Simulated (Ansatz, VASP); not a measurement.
**GaP in VASP and in Ansatz**

Contents of INCAR:

```
SYSTEM = GaP
ALGO     = Normal         ! electronic algorithm
EDIFF    = 1E-7           ! SCF threshold, eV
ENCUT    = 520            ! plane-wave cutoff, eV
GGA      = PE             ! functional
ISIF     = 2              ! what is computed and relaxed
ISMEAR   = 0              ! smearing method
LASPH    = .True.         ! aspherical terms in the spheres
LCHARG   = .True.         ! write CHGCAR
LELF     = .True.         ! ELF
LREAL    = .False.        ! projectors in reciprocal space
LVHAR    = .True.       
LWAVE    = .False.        ! write WAVECAR
NBANDS   = 16             ! bands
NELM     = 80             ! most SCF steps
PREC     = Accurate       ! precision mode
SIGMA    = 0.05           ! smearing width, eV
```

The input KPOINTS:

```
k-points
0
Gamma
  10 10 10
  0 0 0
```

File POSCAR:

```
GaP
1.0
    0.0000000000      2.6084344723      2.7515131564
    2.7515131564      0.0000000000      2.7515131564
    2.7515131564      2.6084344723      0.0000000000
Ga P
1 1
Direct
    0.0000000000      0.0000000000      0.0000000000
    0.7500000000      0.7500000000      0.7500000000
```

Input for Ansatz:

```yaml
crystal:
  lattice:
    - [0.0, 2.6084344723, 2.7515131564]
    - [2.7515131564, 0.0, 2.7515131564]
    - [2.7515131564, 2.6084344723, 0.0]
  atoms:
    - { symbol: Ga, position: [0.0, 0.0, 0.0] }
    - { symbol: P, position: [0.75, 0.75, 0.75] }
basis:
  ecutwfc: 420
kpoints:
  mp_grid: { grid: [10, 10, 10] }
hamiltonian:
  xc: pbe
  pseudopotentials: { kind: paw, azcp: { folder: soft_1 } }
scf:
  occupations: { method: gaussian, width: 0.05 }
output:
  forces: true
  stress: true
  eigenvalues: true
```

Alike in both runs: task single point; functional PBE; k mesh 10 × 10 × 10; occupations gaussian, width 0.05 eV; no spin polarisation.

```csv
,VASP,Ansatz
version,VASP 6.6.1,Ansatz 0.2.0
potentials or method,"VASP PAW PBE potentials, release 64 (Ga_d, P), cutoff 520 eV","scalar-relativistic, plane waves, PAW"
valence electrons in the cell,18,18
```

```tsv
	VASP	Ansatz	Ansatz less VASP
gap on the k mesh at the Fermi level (eV)	1.06	1.06	+0.001
least direct gap on the mesh (eV)	1.83	1.83	+0.001
pressure (GPa)	4.7	4.7	+0.07
traceless stress, the component that is largest in VASP (GPa)	2.35	2.34	-0.007
```
